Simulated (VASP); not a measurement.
# SiC in VASP: further runs, part 2 of 3

VASP 6.6.1. The steps go on from the part before.

## 3. Single point, PBEsol

This run uses another cell than the first one, of 10.96 Å³/atom, 1.060 times its volume.

Contents of INCAR:

```
ALGO     = Normal         # electronic algorithm
EDIFF    = 1E-7           # SCF threshold, eV
ENCUT    = 520            # plane-wave cutoff, eV
GGA      = PS             # functional
ISIF     = 2              # what is computed and relaxed
ISMEAR   = 0              # smearing method
LASPH    = T              # aspherical terms in the spheres
LCHARG   = T              # write CHGCAR
LELF     = T              # ELF
LREAL    = F              # projectors in reciprocal space
LVHAR    = T            
LWAVE    = F              # write WAVECAR
NBANDS   = 11             # bands
NELM     = 100            # most SCF steps
PREC     = Accurate       # precision mode
SIGMA    = 0.05           # smearing width, eV
```

Contents of KPOINTS:

```
k-points
0
Gamma
  12 12 12
```

Contents of POSCAR:

```
SiC
1.0
    0.0000000000      2.2211459603      2.2211459603
    2.2211459603      0.0000000000      2.2211459603
    2.2211459603      2.2211459603      0.0000000000
Si C
1 1
Direct
    0.0000000000      0.0000000000      0.0000000000
    0.7500000000      0.7500000000      0.7500000000
```

Potentials or basis: VASP PAW PBE potentials, release 64 (Si, C).

On the command line:

```
cat potpaw_PBE.64/Si/POTCAR potpaw_PBE.64/C/POTCAR > POTCAR
mpirun -np 1 vasp_std > vasp.out
```

OUTCAR:

```text
EDIFF = 1E-7
   ENCUT = 520
   GGA = PS
   ISIF = 2
   ISMEAR = 0
   LASPH = T
   LREAL = F
   NELM = 100
   PREC = Accurate

 ion  position               nearest neighbor table
   1  0.000  0.000  0.000-   2 1.92   2 1.92   2 1.92   2 1.92
   2  0.750  0.750  0.750-   1 1.92   1 1.92   1 1.92   1 1.92

  LATTYP: Found a face centered cubic cell.
 ALAT       =     4.4422919206

  Lattice vectors:

 A1 = (   0.0000000000,   2.2211459603,   2.2211459603)
[... 522 lines left out ...]
------------------------ aborting loop because EDIFF is reached ----------------------------------------

  FORCE on cell =-STRESS in cart. coord.  units (eV):
  Direction    XX          YY          ZZ          XY          YZ          ZX
  --------------------------------------------------------------------------------------
  -------------------------------------------------------------------------------------
  Total       -1.5346781     -1.5346781     -1.5346781     -0.0000000     -0.0000000      0.0000000
  in kB     -112.1932150   -112.1932150   -112.1932150     -0.0000000     -0.0000000      0.0000000
  external PRESSURE =    -112.1932150 kB  Pullay stress =       0.0000000 kB

 VOLUME and BASIS-vectors are now :
 -----------------------------------------------------------------------------
  energy-cutoff  :      520.00
  volume of cell :       21.92
      direct lattice vectors                 reciprocal lattice vectors
     0.000000000  2.221145960  2.221145960    -0.225109024  0.225109024  0.225109024
     2.221145960  0.000000000  2.221145960     0.225109024 -0.225109024  0.225109024
     2.221145960  2.221145960  0.000000000     0.225109024  0.225109024 -0.225109024

 POSITION                                       TOTAL-FORCE (eV/Angst)
 -----------------------------------------------------------------------------------
      0.00000      0.00000      0.00000        -0.000000     -0.000000     -0.000000
      3.33172      3.33172      3.33172         0.000000      0.000000      0.000000
 -----------------------------------------------------------------------------------
    total drift:                               -0.000000     -0.000000     -0.000000

  FREE ENERGIE OF THE ION-ELECTRON SYSTEM (eV)
  ---------------------------------------------------
  free  energy   TOTEN  =       -15.8711335431 eV

  energy  without entropy=      -15.8711335431  energy(sigma->0) =      -15.87113354
```

stdout:

```text
POSCAR found type information on POSCAR SiC
 POSCAR found :  2 types and       2 ions
 scaLAPACK will be used
 -----------------------------------------------------------------------------
|                                                                             |
|                                                                             |
|     You enforced a specific xc type in the INCAR file but a different       |
|     I HOPE YOU KNOW WHAT YOU ARE DOING!                                     |
|                                                                             |
 -----------------------------------------------------------------------------

 LDA part: xc-table for (Slater+PW92), standard interpolation
 POSCAR, INCAR and KPOINTS ok, starting setup
 FFT: planning ... GRIDC
 FFT: planning ... GRID_SOFT
 FFT: planning ... GRID
 WAVECAR not read
 entering main loop
```

Wall time 9.8 s (1 thread of AMD EPYC 9R45 (Zen 5), shared host); peak memory 0.11 GiB.

Results:

- Free energy: -15.8711 eV
- Pressure: -11.2 GPa
- Band gap on the k mesh: 1.28 eV, indirect (least direct gap 4.38 eV)

Caveat: the PAW data sets were made with another functional, which shifts forces and pressure a little.

## 4. Single point, PBEsol

This run uses another cell than the first one, of 11.58 Å³/atom, 1.120 times its volume.

Contents of INCAR:

```
ALGO     = Normal         # electronic algorithm
EDIFF    = 1E-6           # SCF threshold, eV
ENCUT    = 520            # plane-wave cutoff, eV
GGA      = PS             # functional
ISIF     = 2              # what is computed and relaxed
ISMEAR   = 0              # smearing method
LASPH    = True           # aspherical terms in the spheres
LCHARG   = False          # write CHGCAR
LREAL    = False          # projectors in reciprocal space
LWAVE    = False          # write WAVECAR
NBANDS   = 11             # bands
NELM     = 80             # most SCF steps
PREC     = Accurate       # precision mode
SIGMA    = 0.05           # smearing width, eV
```

KPOINTS is that of step 3.

Contents of POSCAR:

```
SiC
1.0
    0.0000000000      2.2622704100      2.2622704100
    2.2622704100      0.0000000000      2.2622704100
    2.2622704100      2.2622704100      0.0000000000
Si C
1 1
Direct
    0.0000000000      0.0000000000      0.0000000000
    0.7500000000      0.7500000000      0.7500000000
```

Potentials or basis: VASP PAW PBE potentials, release 64 (Si, C).

On the command line:

```
cat potpaw_PBE.64/Si/POTCAR potpaw_PBE.64/C/POTCAR > POTCAR
mpirun -np 1 vasp_std > vasp.out
```

OUTCAR:

```text
EDIFF = 1E-6
   ENCUT = 520
   GGA = PS
   ISIF = 2
   ISMEAR = 0
   LASPH = True
   LREAL = False
   NELM = 80
   PREC = Accurate

 ion  position               nearest neighbor table
   1  0.000  0.000  0.000-   2 1.96   2 1.96   2 1.96   2 1.96
   2  0.750  0.750  0.750-   1 1.96   1 1.96   1 1.96   1 1.96

  LATTYP: Found a face centered cubic cell.
 ALAT       =     4.5245408200

  Lattice vectors:

 A1 = (   0.0000000000,   2.2622704100,   2.2622704100)
 A2 = (   2.2622704100,   0.0000000000,   2.2622704100)
 A3 = (   2.2622704100,   2.2622704100,   0.0000000000)

Analysis of symmetry for initial positions (statically):
=====================================================================
 Subroutine PRICEL returns:
 Original cell was already a primitive cell.

 Routine SETGRP: Setting up the symmetry group for a
 face centered cubic supercell.

 Subroutine GETGRP returns: Found 24 space group operations
 (whereof 24 operations were pure point group operations)
 out of a pool of 48 trial point group operations.

The static configuration has the point symmetry T_d .

Analysis of symmetry for dynamics (positions and initial velocities):
=====================================================================
 Subroutine PRICEL returns:
 Original cell was already a primitive cell.

 Routine SETGRP: Setting up the symmetry group for a
 face centered cubic supercell.

 Subroutine GETGRP returns: Found 24 space group operations
 (whereof 24 operations were pure point group operations)
 out of a pool of 48 trial point group operations.

The dynamic configuration has the point symmetry T_d .

 Subroutine INISYM returns: Found 24 space group operations
 (whereof 24 operations are pure point group operations),
 and found     1 'primitive' translations

----------------------------------------------------------------------------------------

                                     Primitive cell

  volume of cell :      23.1560

  direct lattice vectors                    reciprocal lattice vectors
     0.000000000  2.262270410  2.262270410    -0.221016903  0.221016903  0.221016903
     2.262270410  0.000000000  2.262270410     0.221016903 -0.221016903  0.221016903
     2.262270410  2.262270410  0.000000000     0.221016903  0.221016903 -0.221016903

  length of vectors
     3.199333496  3.199333496  3.199333496     0.382812506  0.382812506  0.382812506

  position of ions in fractional coordinates (direct lattice)
     0.000000000  0.000000000  0.000000000
     0.750000000  0.750000000  0.750000000

  ion indices of the primitive-cell ions
   primitive index   ion index
                 1           1
                 2           2

----------------------------------------------------------------------------------------

 KPOINTS: k-points

Automatic generation of k-mesh.
 Grid dimensions read from file:
 generate k-points for:   12   12   12

 Generating k-lattice:

  Cartesian coordinates                     Fractional coordinates (reciprocal lattice)
    -0.018418075  0.018418075  0.018418075     0.083333333  0.000000000  0.000000000
     0.018418075 -0.018418075  0.018418075     0.000000000  0.083333333  0.000000000
     0.018418075  0.018418075 -0.018418075     0.000000000  0.000000000  0.083333333

  Length of vectors
     0.031901042  0.031901042  0.031901042

  Shift w.r.t. Gamma in fractional coordinates (k-lattice)
     0.000000000  0.000000000  0.000000000

 Subroutine IBZKPT returns following result:
 ===========================================

 Found     72 irreducible k-points:

 Following reciprocal coordinates:
            Coordinates               Weight
  0.000000  0.000000  0.000000      1.000000
  0.083333  0.000000  0.000000      8.000000
  0.166667  0.000000  0.000000      8.000000
  0.250000  0.000000  0.000000      8.000000
  0.333333  0.000000  0.000000      8.000000
  0.416667  0.000000  0.000000      8.000000
[... 16 lines left out ...]
  0.500000  0.166667  0.000000     24.000000
 -0.416667  0.166667  0.000000     24.000000
 [... further k-points ...]
   k-points           NKPTS =     72   k-points in BZ     NKDIM =     72   number of bands    NBANDS=     11
   number of dos      NEDOS =    301   number of ions     NIONS =      2
   total plane-waves  NPLWV =  13824
   dimension x,y,z NGX =    24 NGY =   24 NGZ =   24
   dimension x,y,z NGXF=    48 NGYF=   48 NGZF=   48
   ions per type =               1   1
   NGX,Y,Z   is equivalent  to a cutoff of  12.47, 12.47, 12.47 a.u.
   NGXF,Y,Z  is equivalent  to a cutoff of  24.94, 24.94, 24.94 a.u.
 SYSTEM =  unknown system
   PREC   = accura    normal or accurate (medium, high low for compatibility)
   ISTART =      0    job   : 0-new  1-cont  2-samecut
   ICHARG =      2    charge: 1-file 2-atom 10-const
   ISPIN  =      1    spin polarized calculation?
   LNONCOLLINEAR =      F non collinear calculations
   LSORBIT =      F    spin-orbit coupling
   LASPH  =      T    aspherical Exc in radial PAW
   ENCUT  =  520.0 eV  38.22 Ry    6.18 a.u.   5.95  5.95  5.95*2*pi/ulx,y,z
   NELM   =     80;   NELMIN=  2; NELMDL= -5     # of ELM steps
   EDIFF  = 0.1E-05   stopping-criterion for ELM
   LREAL  =      F    real-space projection
   EDIFFG = 0.1E-04   stopping-criterion for IOM
   NSW    =      0    number of steps for IOM
   IBRION =     -1    ionic relax: 0-MD 1-quasi-New 2-CG
   NFREE  =      0    steps in history (QN), initial steepest desc. (CG)
   ISIF   =      2    stress and relaxation
   ISYM   =      2    0-nonsym 1-usesym 2-fastsym
   POTIM  = 0.5000    time-step for ionic-motion
   TEBEG  =    0.0;   TEEND  =   0.0 temperature during run
   PSTRESS=    0.0 pullay stress
   NELECT =       8.0000    total number of electrons
   NUPDOWN=      -1.0000    fix difference up-down
   EMIN   =  10.00;   EMAX   =-10.00  energy-range for DOS
   EFERMI =   0.00;   METHOD = LEGACY
   ISMEAR =     0;   SIGMA  =   0.05  broadening in eV -4-tet -1-fermi 0-gaus
   EFERMI_NEDOS =   21; number of points for ismear=-14 and -15
   IALGO  =     38    algorithm
   IMIX   =      4    mixing-type and parameters
     AMIX     =   0.40;   BMIX     =  1.00
     AMIX_MAG =   1.60;   BMIX_MAG =  1.00
  volume/ion in A,a.u.               =      11.58        78.13
  Fermi-wavevector in a.u.,A,eV,Ry     =   1.148727  2.170780 17.953903  1.319575
  Thomas-Fermi vector in A             =   2.285401
   LORBIT       =      0    0 simple, 1 ext, 2 COOP (PROOUT), +10 PAW based schemes
   GGA     = PS    functional components
   LHFCALC =     F    Hartree Fock is set to
   AEXX    =    0.0000 exact exchange contribution
   IVDW    =     0    specifies the selected vdW correction
   LEPSILON=     F    determine dielectric tensor
   LRPA    =     F    only Hartree local field effects (RPA)
 non-spin polarized calculation
 Gauss-broadening in eV      SIGMA  =   0.05
  energy-cutoff  :      520.00
  volume of cell :       23.16
 maximum number of plane-waves:       636
   NGX = 11   NGY = 11   NGZ = 11

 number of electron       7.9999999 magnetization

 Free energy of the ion-electron system (eV)
  ---------------------------------------------------
  ext. energy  EPLUGINS =         0.00000000
  ---------------------------------------------------
  free energy    TOTEN  =       -15.74963507 eV

  energy without entropy =      -15.74963507  energy(sigma->0) =      -15.74963507

 E-fermi :   7.1407     XC(G=0): -11.0271

 val. band max:        6.8410900640   @ k =   0.0000   0.0000   0.0000
 cond. band min:       8.1679598312   @ k =   0.5000   0.5000   0.0000
 fundamental gap:      1.3268697672
 Fermi energy:         7.1407116774

 k-point     1 :       0.0000    0.0000    0.0000
  band No.  band energies     occupation
      1      -7.7247      2.00000
      2       6.8411      2.00000
      3       6.8411      2.00000
      4       6.8411      2.00000
      5      11.7376      0.00000
      6      13.3534      0.00000
      7      13.3534      0.00000
      8      13.3534      0.00000
      9      20.6627      0.00000
     10      20.6627      0.00000
     11      21.4403      0.00000
[... 309 lines left out ...]
 k-point    24 :      -0.4167    0.1667    0.0000
  band No.  band energies     occupation
      1      -4.2195      2.00000
      2      -0.7056      2.00000
      3       3.8743      2.00000
      4       5.3926      2.00000
      5      11.4963      0.00000
      6      13.6698      0.00000
      7      14.7309      0.00000
      8      16.9271      0.00000
      9      20.3653      0.00000
     10      21.2347      0.00000
     11      23.6158      0.00000

 [... further k-points ...]
[... 5 lines left out ...]
  --------------------------------------------------------------------------------------
  -------------------------------------------------------------------------------------
  Total       -2.8647266     -2.8647266     -2.8647266      0.0000000      0.0000000     -0.0000000
  in kB     -198.2121259   -198.2121259   -198.2121259      0.0000000      0.0000000     -0.0000000
  external PRESSURE =    -198.2121259 kB  Pullay stress =       0.0000000 kB

 VOLUME and BASIS-vectors are now :
 -----------------------------------------------------------------------------
  energy-cutoff  :      520.00
  volume of cell :       23.16
      direct lattice vectors                 reciprocal lattice vectors
     0.000000000  2.262270410  2.262270410    -0.221016903  0.221016903  0.221016903
     2.262270410  0.000000000  2.262270410     0.221016903 -0.221016903  0.221016903
     2.262270410  2.262270410  0.000000000     0.221016903  0.221016903 -0.221016903

 POSITION                                       TOTAL-FORCE (eV/Angst)
 -----------------------------------------------------------------------------------
      0.00000      0.00000      0.00000        -0.000000     -0.000000     -0.000000
      3.39341      3.39341      3.39341         0.000000      0.000000      0.000000
 -----------------------------------------------------------------------------------
    total drift:                               -0.000000     -0.000000     -0.000000

  FREE ENERGIE OF THE ION-ELECTRON SYSTEM (eV)
  ---------------------------------------------------
  free  energy   TOTEN  =       -15.7496350681 eV

  energy  without entropy=      -15.7496350681  energy(sigma->0) =      -15.74963507
```

Wall time 8.6 s (1 thread of AMD EPYC 9R45 (Zen 5), shared host); peak memory 0.11 GiB.

Results:

```
Free energy            : -15.7496 eV
Pressure               : -19.8 GPa
Band gap on the k mesh : 1.33 eV, indirect (least direct gap 4.32 eV)
```

Caveat: the PAW data sets were made with another functional, which shifts forces and pressure a little. A k mesh can miss the band edges.

(Part 2 of 3 ends here.)
